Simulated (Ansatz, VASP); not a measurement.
Two plane-wave programs on CaC2

```
Ca C
1.0
    -1.88594    1.88594    3.36222
     1.88594   -1.88594    3.36222
     1.88594    1.88594   -3.36222
Ca C
1 2
Direct
  0.00000 0.00000 0.00000
  0.59789 0.59789 0.00000
  0.40211 0.40211 0.00000
```

Change from the starting cell: strain -0.025 along x and y, +0.050 along z, atoms carried along.

Alike in both runs: task single point; functional LDA; k mesh 10 × 10 × 10; occupations gaussian, width 0.05 eV; no spin polarisation.

```csv
,VASP,Ansatz
version,VASP 6.6.1,Ansatz 0.2.0
potentials or method,"VASP PAW LDA potentials, release 64 (Ca_sv, C), cutoff 520 eV","scalar-relativistic, plane waves, PAW"
valence electrons in the cell,18,18
```

|  | VASP | Ansatz | Ansatz less VASP |
| --- | --- | --- | --- |
| gap on the k mesh at the Fermi level (eV) | 0.70 | 0.71 | +0.013 |
| least direct gap on the mesh (eV) | 1.84 | 1.85 | +0.012 |
| pressure (GPa) | -9.8 | -10.2 | -0.38 |
| traceless stress, the component that is largest in VASP (GPa) | -17.25 | -17.45 | -0.201 |
| rms of the force components (eV/Å) | 1.718 | 1.758 | +0.0400 |

LDA's correlation is that of Perdew and Zunger in VASP and of Perdew and Wang (1992) in Ansatz. Atom by atom the forces differ by 0.040 eV/Å (rms over components).
